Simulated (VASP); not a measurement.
A run of VASP 6.6.1 is set up as follows.

Contents of INCAR:

```
SYSTEM = PbSe
PREC = Accurate
ENCUT = 520
EDIFF = 1E-6
ISMEAR = 0
SIGMA = 0.05
LREAL = .False.
LASPH = .True.
NELM = 80
ALGO = Normal
ISIF = 2
LWAVE = .False.
LCHARG = .True.
GGA = PE
IVDW = 12
LELF = .True.
LVHAR = .True.
NBANDS = 28
```

Contents of KPOINTS:

```
Automatic mesh
0
Gamma
  8 8 6
  0 0 0
```

POSCAR

```
PbSe
1.0
    2.2195228877     -6.3179657705      0.0000000000
    2.2195228877      6.3179657705      0.0000000000
    0.0000000000      0.0000000000      4.5840083771
Pb Se
2 2
Direct
    0.6317607300      0.3682392700      0.7500000000
    0.3682392700      0.6317607300      0.2500000000
    0.8612899600      0.1387100400      0.7500000000
    0.1387100400      0.8612899600      0.2500000000
```

Potentials or basis: VASP PAW PBE potentials, release 64 (Pb_d, Se).

The run is started by

```bash
$ cat potpaw_PBE.64/Pb_d/POTCAR potpaw_PBE.64/Se/POTCAR > POTCAR
$ mpirun -np 1 vasp_std > vasp.out
```

Q: Predict the band gap on the k mesh.

A: 1.19 eV (least direct gap 1.28 eV).

Q: What does it give for the largest force?

A: 0.276 eV/Å.

Q: What does it give for the dispersion energy per atom?

A: -0.343 eV.

Q: Estimate the pressure.

A: -2.1 GPa.

Forces in eV/Å, atoms in the order of the input:
```
Pb   0.000 -0.276  0.000
Pb   0.000  0.276  0.000
Se   0.000  0.109  0.000
Se   0.000 -0.109  0.000
```

Caveat: the cell differs from its parent crystal (strain +0.030 along x and y, +0.030 along z); spin-orbit coupling is left out, which moves the levels of the heavy elements. A k mesh can miss the band edges.
